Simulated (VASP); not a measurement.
The system is LiF.

```
CELL_PARAMETERS angstrom
0.00000 2.00500 2.00500
2.00500 0.00000 2.00500
2.00500 2.00500 0.00000
ATOMIC_POSITIONS crystal
Li 0.00000 0.00000 0.00000
F 0.50000 0.50000 0.50000
```

Program: VASP 6.6.1. Alike in all runs: task single point; potentials or basis VASP PAW PBE potentials, release 64 (Li_sv, F); no spin polarisation; cell as given; smearing gaussian 0.01 eV.

Q: Order these runs on this cell by their pressure, lowest first.
A. level PBE; k mesh 2 × 2 × 2; cutoff (eV) 750
B. level r2SCAN; k mesh 4 × 4 × 4; cutoff (eV) 830
C. level PBE; k mesh 3 × 3 × 3; cutoff (eV) 750

A: B (-1.4 GPa), C (2.9 GPa), A (8.0 GPa).

Caveats: all runs use coarse meshes; the PAW data sets were made with another functional, which shifts forces and pressure a little (some runs).
